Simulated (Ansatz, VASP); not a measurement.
## One calculation of Ta2Ga, two programs

POSCAR

```
Ta2Ga
1.0
    0.0000000000      3.7175072942      3.7175072942
    3.7175072942      0.0000000000      3.7175072942
    3.7175072942      3.7175072942      0.0000000000
Ta Ga
4 2
Direct
    0.6250000000      0.6250000000      0.6250000000
    0.1250000000      0.6250000000      0.6250000000
    0.6250000000      0.6250000000      0.1250000000
    0.6250000000      0.1250000000      0.6250000000
    0.0000000000      0.0000000000      0.0000000000
    0.2500000000      0.2500000000      0.2500000000
```

INCAR.step1

```
ALGO = Normal ; EDIFF = 1E-4
ENCUT = 600 ; GGA = PE
ISMEAR = 0 ; LASPH = True
LCHARG = False ; LREAL = False
LWAVE = True ; NELM = 80
PREC = Accurate ; SIGMA = 0.1
```

INCAR.step2

```
ALGO = Normal ; EDIFF = 1E-7
EDIFFG = -0.04 ; ENCUT = 600
IBRION = 2 ; ISIF = 3
ISMEAR = 0 ; ISTART = 1
LASPH = True ; LCHARG = False
LMIXTAU = True ; LREAL = False
LWAVE = False ; METAGGA = R2SCAN
NELM = 80 ; NSW = 90
PREC = Accurate ; SIGMA = 0.1
```

The input KPOINTS:

```
k-points
0
Gamma
  4 4 4
```

Input for Ansatz:

```yaml
crystal:
  lattice:
    - [0.0, 3.7175072942, 3.7175072942]
    - [3.7175072942, 0.0, 3.7175072942]
    - [3.7175072942, 3.7175072942, 0.0]
  atoms:
    - { symbol: Ta, position: [0.625, 0.625, 0.625] }
    - { symbol: Ta, position: [0.125, 0.625, 0.625] }
    - { symbol: Ta, position: [0.625, 0.625, 0.125] }
    - { symbol: Ta, position: [0.625, 0.125, 0.625] }
    - { symbol: Ga, position: [0.0, 0.0, 0.0] }
    - { symbol: Ga, position: [0.25, 0.25, 0.25] }
basis:
  ecutwfc: 500
kpoints:
  mp_grid: { grid: [4, 4, 4] }
hamiltonian:
  xc: r2scan
scf:
  occupations: { method: gaussian, width: 0.1 }
  lower_state_search: "off"
output:
  forces: true
  stress: true
  eigenvalues: true
relax:
  adjacent_minimum: "off"
  f_tol: 0.04
  max_steps: 70
  cell: { stress_tol: 0.4 }
```

Alike in both runs: task relaxation of cell and atoms; functional r2SCAN; k mesh 4 × 4 × 4; occupations gaussian, width 0.1 eV; no spin polarisation.

|  | VASP | Ansatz |
| --- | --- | --- |
| version | VASP 6.6.1 | Ansatz 0.2.0 |
| potentials or method | VASP PAW PBE potentials, release 64 (Ta_pv, Ga_d), cutoff 600 eV | scalar-relativistic, plane waves, PAW |
| valence electrons in the cell | 70 | 78 |

```csv
,VASP,Ansatz,Ansatz less VASP
"gap on the k mesh at the Fermi level, each at its own relaxed structure (eV)",none,none,-
relaxed volume (Å³/atom),19.03,18.96,-0.069
relaxed cell length with the largest relative difference (Å),5.446,5.439,-0.0066
```

VASP's potentials were made for PBE, not for r2SCAN. A gap of «none» marks a metal or a gap that the smearing closes. VASP's potentials hold 70 valence electrons a cell and Ansatz's 78, so a difference there can come from the potentials and not from the codes.

The k mesh is coarse, so the values compare programs but aren't converged. Spin-orbit coupling is off throughout.
